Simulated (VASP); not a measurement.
Input of a VASP 6.6.1 run:

INCAR

```
SYSTEM = Hf
ALGO = Normal ; EDIFF = 1E-6
ENCUT = 520 ; GGA = PS
ISIF = 2 ; ISMEAR = 0
LASPH = .True. ; LCHARG = .False.
LREAL = .False. ; LWAVE = .False.
NBANDS = 17 ; NELM = 80
PREC = Accurate ; SIGMA = 0.15
```

Contents of KPOINTS:

```
k-points
0
Gamma
  18 18 10
  0 0 0
```

The input POSCAR:

```
Hf
1.0
    3.1602689342      0.0000000000      0.0000000000
   -1.5801344671      2.7368731798      0.0000000000
    0.0000000000      0.0000000000      4.9962244915
Hf
2
Direct
    0.3333333333      0.6666666667      0.2500000000
    0.6666666667      0.3333333333      0.7500000000
```

Potentials or basis: VASP PAW PBE potentials, release 64 (Hf_pv).

Launch:

```sh
$ cat potpaw_PBE.64/Hf_pv/POTCAR > POTCAR
$ mpirun -np 1 vasp_std > vasp.out
```

Task: What does it give for the band gap on the k mesh?

Result: Zero (bands 10 and 11 overlap by 1.57 eV).

Task: What does it give for the pressure?

Result: -0.4 GPa.

Caveat: the PAW data sets were made with another functional, which shifts forces and pressure a little; spin-orbit coupling is left out, which moves the levels of the heavy elements.
